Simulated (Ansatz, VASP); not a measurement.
K2IF: VASP beside Ansatz

```
F I K
1.0
     2.19015    1.26448    7.37844
    -2.19015    1.26448    7.37844
     0.00000   -2.52897    7.37844
F I K
1 1 2
Direct
  0.00000 0.00000 0.00000
  0.50000 0.50000 0.50000
  0.27250 0.27250 0.27250
  0.72750 0.72750 0.72750
```

Alike in both runs: task single point; functional r2SCAN; k mesh 6 × 6 × 6; no spin polarisation.

|  | VASP | Ansatz |
| --- | --- | --- |
| version | VASP 6.6.1 | Ansatz 0.2.0 |
| potentials or method | VASP PAW PBE potentials, release 64 (F, I, K_sv) | plane waves, PAW |
| plane-wave cutoff (eV) | 520 | 500 |
| occupations | gaussian, width 0.01 eV | fixed |
| valence electrons in the cell | 32 | 42 |

|  | VASP | Ansatz | Ansatz less VASP |
| --- | --- | --- | --- |
| gap on the k mesh at the Fermi level (eV) | 3.56 | 3.56 | +0.001 |
| pressure (GPa) | -0.6 | -0.5 | +0.02 |
| rms of the force components (eV/Å) | 0.018 | 0.017 | -0.0009 |

VASP's potentials were made for PBE, not for r2SCAN. Atom by atom the forces differ by 0.001 eV/Å (rms over components). VASP's potentials hold 32 valence electrons a cell and Ansatz's 42, so a difference there can come from the potentials and not from the codes.

Spin-orbit coupling is off throughout.
